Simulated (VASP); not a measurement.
# Hf: single point with PBEsol

Hf:

```
Hf
1.0
     3.16168    0.00000    0.00000
    -1.58084    2.73810    0.00000
     0.00000    0.00000    5.00197
Hf
2
Direct
  0.33333 0.66667 0.25000
  0.66667 0.33333 0.75000
```

```yaml
Program: VASP 6.6.1
Task: single point
Functional: PBEsol
Potentials_or_basis: VASP PAW PBE potentials, release 64 (Hf_pv)
Cutoff: 500 eV
k_mesh: 8 × 8 × 5
Occupations: methfessel-paxton, width 0.1 eV
Spin: no spin polarisation
```

```
Pressure               : -0.4 GPa
Band gap on the k mesh : zero (band 10 reaches 6.16 eV, above the bottom of band 11 at 4.70 eV)
```

Levels at points of the mesh, in eV from the Fermi level:
| k point | band 6 | band 7 | band 8 | band 9 | band 10 | band 11 | band 12 | band 13 | band 14 | band 15 |
| --- | --- | --- | --- | --- | --- | --- | --- | --- | --- | --- |
| (0.00, 0.00, 0.00) | -30.13 | -7.60 | -3.91 | 0.69 | 1.08 | 1.08 | 1.36 | 1.93 | 1.93 | 2.58 |
| (0.50, 0.00, 0.00) | -30.23 | -3.51 | -2.97 | -2.44 | -0.83 | 0.66 | 0.81 | 1.63 | 6.01 | 6.55 |

Run time: 9.7 s on 1 thread of Intel(R) Xeon(R) Platinum 8559C (Emerald Rapids), on a shared host, peak memory 0.15 GiB.

Caveat: the PAW data sets were made with another functional, which shifts forces and pressure a little; spin-orbit coupling is left out, which moves the levels of the heavy elements.
